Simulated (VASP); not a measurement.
## TaSb (rocksalt type): single point with LDA

The system is TaSb (rocksalt type).

```
CELL_PARAMETERS angstrom
0.00000 2.77075 2.77075
2.77075 0.00000 2.77075
2.77075 2.77075 0.00000
ATOMIC_POSITIONS crystal
Ta 0.00000 0.00000 0.00000
Sb 0.50000 0.50000 0.50000
```

```json
{"Program": "VASP 6.6.1", "Task": "single point", "Functional": "LDA", "Potentials or basis": "VASP PAW LDA potentials, release 64 (Ta_pv, Sb)", "Cutoff": "520 eV", "k mesh": "13 × 13 × 13", "Occupations": "fermi-dirac, width 0.05 eV", "Spin": "no spin polarisation", "Dipole correction": "no", "k mesh for the DOS": "20 × 20 × 20", "Occupations for the DOS": "tetrahedron", "Further INCAR settings": "ALGO = Normal; EDIFF = 1e-06"}
```

```yaml
Valence_electrons_inside_the_program's_atomic_spheres: Ta 8.85; Sb 2.66
```

Levels at points of the mesh, in eV from the Fermi level:
| k point | band 4 | band 5 | band 6 | band 7 | band 8 | band 9 | band 10 | band 11 | band 12 |
| --- | --- | --- | --- | --- | --- | --- | --- | --- | --- |
| (0.00, 0.00, 0.00) | -12.78 | -1.30 | -1.30 | -1.30 | -0.61 | -0.61 | 0.60 | 0.60 | 0.60 |
| (0.50, 0.00, 0.00) | -10.00 | -7.20 | -3.93 | -3.93 | 0.54 | 0.54 | 0.82 | 3.26 | 5.73 |
| (0.50, 0.50, 0.00) | -10.57 | -5.01 | -2.94 | -1.85 | -1.85 | 0.28 | 0.48 | 1.29 | 1.29 |

Run time: 49 s on 1 thread of Intel(R) Xeon(R) 6975P-C (Granite Rapids) (shared host), peak memory 0.27 GiB.

Caveat: spin-orbit coupling is left out, which moves the levels of the heavy elements.
